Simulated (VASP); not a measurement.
# MgO (P1) in VASP: single point with PBE+D3(BJ)

Aim: the single point of MgO with PBE+D3(BJ).

All numbers are computed with VASP 6.6.1; they aren't measurements. Logs are shortened: lines on timing, memory, paths and dates and some standing lists are left out, and cuts for length are marked.

## 1. The cell of the first run

The typed cell holds 8 atoms: a = 5.964 Å, b = 5.964 Å, c = 2.982 Å, α = 60.00°, β = 60.00°, γ = 60.00°.

## 2. Single point, PBE+D3(BJ)

INCAR reads:

```
  ALGO = Normal
  EDIFF = 1E-6
  ENCUT = 520
  GGA = PE
  GGA_COMPAT = False
  ISIF = 2
  ISMEAR = 0
  IVDW = 12
  LASPH = True
  LCHARG = False
  LREAL = False
  LWAVE = False
  NBANDS = 26
  NELM = 120
  PREC = Accurate
  SIGMA = 0.01
```

KPOINTS reads:

```
k-points
0
Gamma
  1 1 1
```

POSCAR reads:

```
MgO
1.0
    5.9637380000      0.0000000000      0.0000000000
    2.9818690000      5.1647486095      0.0000000000
    1.4909345000      0.8607914349      2.4346858433
Mg O
4 4
Direct
    0.0179101864      0.0128569514     -0.0506591026
    0.0396602878      0.4682655793     -0.0211526264
    0.5406591283     -0.0063300835     -0.0076588937
    0.5290959707      0.5123912626     -0.0699322257
    0.1970184898      0.2904909302      0.5050774840
    0.3146455671      0.7436710913      0.4282277333
    0.7628691708      0.2593205334      0.4929017858
    0.7399302192      0.8099522273      0.4783520647
```

Potentials or basis: VASP PAW PBE potentials, release 64 (Mg, O).

Started as:

```sh
cat potpaw_PBE.64/Mg/POTCAR potpaw_PBE.64/O/POTCAR > POTCAR
mpirun -np 1 vasp_gam > vasp.out
```

OUTCAR:

```text
EDIFF = 1E-6
   ENCUT = 520
   GGA = PE
   ISIF = 2
   ISMEAR = 0
   IVDW = 12
   LASPH = True
   LREAL = False
   NELM = 120
   PREC = Accurate
 IVDW          = 12

 ion  position               nearest neighbor table
   1  0.018  0.013  0.949-   5 1.95   7 2.04   8 2.05   7 2.19   6 2.24   6 2.27   2 2.81   2 2.83
                             3 2.84   4 2.95   3 2.98   3 2.99   4 3.02   3 3.13   2 3.14   2 3.16
   2  0.040  0.468  0.979-   5 1.78   5 1.81   7 2.06   6 2.32   8 2.36   8 2.51   1 2.81   1 2.83
                             3 2.91   4 2.95   4 2.99   4 2.99   4 3.03   3 3.06   1 3.14   1 3.16
   3  0.541  0.994  0.992-   8 1.88   8 1.88   6 2.01   7 2.06   5 2.37   5 2.49   4 2.84   1 2.84
                             2 2.91   4 2.97   1 2.98   1 2.99   4 3.00   2 3.06   1 3.13   4 3.13
   4  0.529  0.512  0.930-   6 1.97   7 1.99   6 2.03   8 2.17   7 2.18   5 2.36   3 2.84   1 2.95
                             2 2.95   3 2.97   2 2.99   2 2.99   3 3.00   1 3.02   2 3.03   3 3.13
   5  0.197  0.290  0.505-   2 1.78   2 1.81   1 1.95   4 2.36   3 2.37   3 2.49
   6  0.315  0.744  0.428-   4 1.97   3 2.01   4 2.03   1 2.24   1 2.27   2 2.32
   7  0.763  0.259  0.493-   4 1.99   1 2.04   2 2.06   3 2.06   4 2.18   1 2.19
   8  0.740  0.810  0.478-   3 1.88   3 1.88   1 2.05   4 2.17   2 2.36   2 2.51

  LATTYP: Found a base centered orthorhombic cell.
 ALAT       =     5.9637380000
 B/A-ratio  =     1.4142135624
 C/A-ratio  =     0.5000000000

  Lattice vectors:

 A1 = (  -1.4909345000,  -4.3039571746,   2.4346858433)
 A2 = (   4.4728035000,  -0.8607914349,  -2.4346858433)
 A3 = (   1.4909345000,   0.8607914349,   2.4346858433)

Analysis of symmetry for initial positions (statically):
=====================================================================
 Subroutine PRICEL returns:
 Original cell was already a primitive cell.

 Routine SETGRP: Setting up the symmetry group for a
 base centered orthorhombic supercell.

 Subroutine GETGRP returns: Found  1 space group operations
 (whereof  1 operations were pure point group operations)
 out of a pool of  8 trial point group operations.

The static configuration has the point symmetry C_1 .

Analysis of symmetry for dynamics (positions and initial velocities):
=====================================================================
 Subroutine PRICEL returns:
 Original cell was already a primitive cell.

 Routine SETGRP: Setting up the symmetry group for a
 base centered orthorhombic supercell.

 Subroutine GETGRP returns: Found  1 space group operations
 (whereof  1 operations were pure point group operations)
 out of a pool of  8 trial point group operations.

The dynamic configuration has the point symmetry C_1 .

 Subroutine INISYM returns: Found  1 space group operations
 (whereof  1 operations are pure point group operations),
 and found     1 'primitive' translations

----------------------------------------------------------------------------------------

                                     Primitive cell

  volume of cell :      74.9913

  direct lattice vectors                    reciprocal lattice vectors
     5.963738000  0.000000000  0.000000000     0.167680069 -0.096810133 -0.068455102
     2.981869000  5.164748610  0.000000000     0.000000000  0.193620266 -0.068455102
     1.490934500  0.860791435  2.434685843     0.000000000  0.000000000  0.410730609

  length of vectors
     5.963738000  5.963738000  2.981869000     0.205365305  0.205365305  0.410730609

  position of ions in fractional coordinates (direct lattice)
     0.017910186  0.012856951  0.949340897
     0.039660288  0.468265579  0.978847374
     0.540659128  0.993669916  0.992341106
     0.529095971  0.512391263  0.930067774
     0.197018490  0.290490930  0.505077484
     0.314645567  0.743671091  0.428227733
     0.762869171  0.259320533  0.492901786
     0.739930219  0.809952227  0.478352065

  ion indices of the primitive-cell ions
   primitive index   ion index
                 1           1
                 2           2
                 3           3
                 4           4
                 5           5
                 6           6
                 7           7
                 8           8

----------------------------------------------------------------------------------------

 KPOINTS: k-points

Automatic generation of k-mesh.
 Grid dimensions read from file:
 generate k-points for:    1    1    1

 Generating k-lattice:

  Cartesian coordinates                     Fractional coordinates (reciprocal lattice)
     0.167680069 -0.096810133 -0.068455102     1.000000000  0.000000000  0.000000000
     0.000000000  0.193620266 -0.068455102     0.000000000  1.000000000  0.000000000
     0.000000000  0.000000000  0.410730609     0.000000000  0.000000000  1.000000000

  Length of vectors
     0.205365305  0.205365305  0.410730609

  Shift w.r.t. Gamma in fractional coordinates (k-lattice)
     0.000000000  0.000000000  0.000000000

 Subroutine IBZKPT returns following result:
 ===========================================

 Found      1 irreducible k-points:

 Following reciprocal coordinates:
            Coordinates               Weight
  0.000000  0.000000  0.000000      1.000000
   k-points           NKPTS =      1   k-points in BZ     NKDIM =      1   number of bands    NBANDS=     26
   number of dos      NEDOS =    301   number of ions     NIONS =      8
   total plane-waves  NPLWV =  55296
   dimension x,y,z NGX =    48 NGY =   48 NGZ =   24
   dimension x,y,z NGXF=    96 NGYF=   96 NGZF=   48
   ions per type =               4   4
   NGX,Y,Z   is equivalent  to a cutoff of  13.38, 13.38, 13.38 a.u.
   NGXF,Y,Z  is equivalent  to a cutoff of  26.76, 26.76, 26.76 a.u.
 SYSTEM =  unknown system
   PREC   = accura    normal or accurate (medium, high low for compatibility)
   ISTART =      0    job   : 0-new  1-cont  2-samecut
   ICHARG =      2    charge: 1-file 2-atom 10-const
   ISPIN  =      1    spin polarized calculation?
   LNONCOLLINEAR =      F non collinear calculations
   LSORBIT =      F    spin-orbit coupling
   LASPH  =      T    aspherical Exc in radial PAW
   ENCUT  =  520.0 eV  38.22 Ry    6.18 a.u.  11.09 11.09  5.54*2*pi/ulx,y,z
   NELM   =    120;   NELMIN=  2; NELMDL= -5     # of ELM steps
   EDIFF  = 0.1E-05   stopping-criterion for ELM
   LREAL  =      F    real-space projection
   EDIFFG = 0.1E-04   stopping-criterion for IOM
   NSW    =      0    number of steps for IOM
   IBRION =     -1    ionic relax: 0-MD 1-quasi-New 2-CG
   NFREE  =      0    steps in history (QN), initial steepest desc. (CG)
   ISIF   =      2    stress and relaxation
   ISYM   =      2    0-nonsym 1-usesym 2-fastsym
   POTIM  = 0.5000    time-step for ionic-motion
   TEBEG  =    0.0;   TEEND  =   0.0 temperature during run
   PSTRESS=    0.0 pullay stress
   NELECT =      32.0000    total number of electrons
   NUPDOWN=      -1.0000    fix difference up-down
   EMIN   =  10.00;   EMAX   =-10.00  energy-range for DOS
   EFERMI =   0.00;   METHOD = LEGACY
   ISMEAR =     0;   SIGMA  =   0.01  broadening in eV -4-tet -1-fermi 0-gaus
   EFERMI_NEDOS =   21; number of points for ismear=-14 and -15
   IALGO  =     38    algorithm
   IMIX   =      4    mixing-type and parameters
     AMIX     =   0.40;   BMIX     =  1.00
     AMIX_MAG =   1.60;   BMIX_MAG =  1.00
  volume/ion in A,a.u.               =       9.37        63.26
  Fermi-wavevector in a.u.,A,eV,Ry     =   1.232503  2.329093 20.668111  1.519063
  Thomas-Fermi vector in A             =   2.367270
   LORBIT       =      0    0 simple, 1 ext, 2 COOP (PROOUT), +10 PAW based schemes
   GGA     = PE    functional components
   LHFCALC =     F    Hartree Fock is set to
   AEXX    =    0.0000 exact exchange contribution
   IVDW    =    12    specifies the selected vdW correction
   LEPSILON=     F    determine dielectric tensor
   LRPA    =     F    only Hartree local field effects (RPA)
 non-spin polarized calculation
 Gauss-broadening in eV      SIGMA  =   0.01
  energy-cutoff  :      520.00
  volume of cell :       74.99
 maximum number of plane-waves:      1014
 NGX is ok and might be reduce to    48
   NGX = 23   NGY = 23   NGZ = 11

 number of electron      32.0000005 magnetization

 Free energy of the ion-electron system (eV)
  ---------------------------------------------------
  ext. energy  EPLUGINS =         0.00000000
  ---------------------------------------------------
  free energy    TOTEN  =       -38.39521046 eV

  energy without entropy =      -38.39521046  energy(sigma->0) =      -38.39521046

 E-fermi :   4.0231     XC(G=0): -10.8465

 val. band max:        3.9603096975   @ k =   0.0000   0.0000   0.0000
 cond. band min:       7.8833477888   @ k =   0.0000   0.0000   0.0000
 fundamental gap:      3.9230380913
 Fermi energy:         4.0231193838

 k-point     1 :       0.0000    0.0000    0.0000
  band No.  band energies     occupation
      1     -13.5798      2.00000
      2     -12.3462      2.00000
      3     -12.0404      2.00000
      4     -11.7264      2.00000
      5      -1.0237      2.00000
      6      -0.9460      2.00000
      7      -0.4505      2.00000
      8       2.1963      2.00000
      9       2.4129      2.00000
     10       2.8802      2.00000
     11       2.9757      2.00000
     12       3.0877      2.00000
     13       3.3100      2.00000
     14       3.6536      2.00000
     15       3.9026      2.00000
     16       3.9603      2.00000
     17       7.8833      0.00000
     18      11.0503      0.00000
     19      11.4780      0.00000
     20      13.0806      0.00000
     21      13.2021      0.00000
     22      15.4333      0.00000
     23      16.2010      0.00000
     24      16.6218      0.00000
     25      18.9153      0.00000
     26      19.1647      0.00000

------------------------ aborting loop because EDIFF is reached ----------------------------------------

 Edisp (eV)   -2.33735

 E8    (eV) :    -0.9157

  FORCE on cell =-STRESS in cart. coord.  units (eV):
  Direction    XX          YY          ZZ          XY          YZ          ZX
  --------------------------------------------------------------------------------------
  -------------------------------------------------------------------------------------
  Total       8.34865     6.95869    13.20191     1.07664     3.49984     5.24511
  in kB     178.36758   148.67138   282.05685    23.00221    74.77350   112.06090
  external pressure =      203.03 kB  Pullay stress =        0.00 kB

 VOLUME and BASIS-vectors are now :
 -----------------------------------------------------------------------------
  energy-cutoff  :      520.00
  volume of cell :       74.99
      direct lattice vectors                 reciprocal lattice vectors
     5.963738000  0.000000000  0.000000000     0.167680069 -0.096810133 -0.068455102
     2.981869000  5.164748610  0.000000000     0.000000000  0.193620266 -0.068455102
     1.490934500  0.860791435  2.434685843     0.000000000  0.000000000  0.410730609

 POSITION                                       TOTAL-FORCE (eV/Angst)
 -----------------------------------------------------------------------------------
      1.56055      0.88359      2.31135        -0.338237     -0.344663      0.837926
      3.09223      3.26106      2.38319        -0.255014      1.739062     -0.147759
      7.66686      5.98625      2.41604         0.110690     -0.422891     -0.211082
      6.06994      3.44697      2.26442         0.212938      0.984061      0.616777
      2.79421      1.93508      1.22971         0.814079     -0.772879     -0.842920
      4.73245      4.20949      1.04260        -0.550604     -0.320571      0.503867
      6.05770      1.76361      1.20006        -0.084882     -0.699030     -0.312968
      7.54111      4.59496      1.16464         0.091029     -0.163088     -0.443841
 -----------------------------------------------------------------------------------
    total drift:                                0.000080      0.000927      0.000103

  FREE ENERGIE OF THE ION-ELECTRON SYSTEM (eV)
  ---------------------------------------------------
  free  energy   TOTEN  =       -40.7325596918 eV

  energy  without entropy=      -40.7325596918  energy(sigma->0) =      -40.73255969
```

Run time: 19 s. Hardware: 1 thread of AMD EPYC 7R43 (Zen 3), shared host; peak memory 0.19 GiB.

What came out:

- Free energy: -40.7326 eV
- Pressure: 20.3 GPa
- Largest force: 1.764 eV/Å
- Dispersion energy per atom: -0.292 eV

Forces in eV/Å, atoms in the order of the input:
```
Mg  -0.338 -0.345  0.838
Mg  -0.255  1.739 -0.148
Mg   0.111 -0.423 -0.211
Mg   0.213  0.984  0.617
O    0.814 -0.773 -0.843
O   -0.551 -0.321  0.504
O   -0.085 -0.699 -0.313
O    0.091 -0.163 -0.444
```

Stress tensor (GPa, compression positive):
```
17.84  2.30 11.21
 2.30 14.87  7.48
11.21  7.48 28.21
```

Caveat: the k points lie up to 2.11 Å⁻¹ apart; forces of over 1 eV/Å act on the atoms, so gaps and moduli don't describe the material at rest.
